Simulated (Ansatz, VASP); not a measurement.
Two plane-wave programs on W

File INCAR:

```
ALGO     = Normal         # electronic algorithm
EDIFF    = 1E-6           # SCF threshold, eV
ENCUT    = 520            # plane-wave cutoff, eV
ISIF     = 2              # what is computed and relaxed
ISMEAR   = -1             # smearing method
LASPH    = True           # aspherical terms in the spheres
LCHARG   = False          # write CHGCAR
LREAL    = False          # projectors in reciprocal space
LWAVE    = False          # write WAVECAR
NBANDS   = 13             # bands
NELM     = 80             # most SCF steps
PREC     = Accurate       # precision mode
SIGMA    = 0.1            # smearing width, eV
```

File KPOINTS:

```
k-points
0
Gamma
  14 14 14
```

POSCAR

```
W
1.0
   -1.5676867250      1.5676867250      1.5676867250
    1.5676867250     -1.5676867250      1.5676867250
    1.5676867250      1.5676867250     -1.5676867250
W
1
Direct
    0.0000000000      0.0000000000      0.0000000000
```

Input for Ansatz:

```yaml
crystal:
  lattice:
    - [-1.567686725, 1.567686725, 1.567686725]
    - [1.567686725, -1.567686725, 1.567686725]
    - [1.567686725, 1.567686725, -1.567686725]
  atoms:
    - { symbol: W, position: [0.0, 0.0, 0.0] }
hamiltonian:
  xc: lda
  pseudopotentials:
    kind: paw
    azcp:
      W: "pseudopotentials/W.paw.azcp"
basis:
  ecutwfc: 500
  fft_grid_basis: typed
kpoints:
  mp_grid: { grid: [14, 14, 14], shift: [0, 0, 0] }
magnetization:
  spin_polarized: false
scf:
  occupations: { method: fermi_dirac, width: 0.1 }
  lower_state_search: "off"
output:
  stress: true
  write_density: true
  write_potential: true
  elf: true
  volumetric_format: npy
```

Alike in both runs: task single point; functional LDA; k mesh 14 × 14 × 14; occupations fermi-dirac, width 0.1 eV; no spin polarisation.

|  | VASP | Ansatz |
| --- | --- | --- |
| version | VASP 6.6.1 | Ansatz 0.2.0 |
| potentials or method | VASP PAW LDA potentials, release 64 (W_sv), cutoff 520 eV | plane waves (500 eV) with PAW, scalar-relativistic |
| valence electrons in the cell | 14 | 14 |

```tsv
	VASP	Ansatz	Ansatz less VASP
pressure (GPa)	2.0	0.0	-1.95
```

Ansatz warns that its potentials were made for another functional, while VASP's fit it. LDA's correlation is that of Perdew and Zunger in VASP and of Perdew and Wang (1992) in Ansatz.

Neither program's run includes spin-orbit coupling.
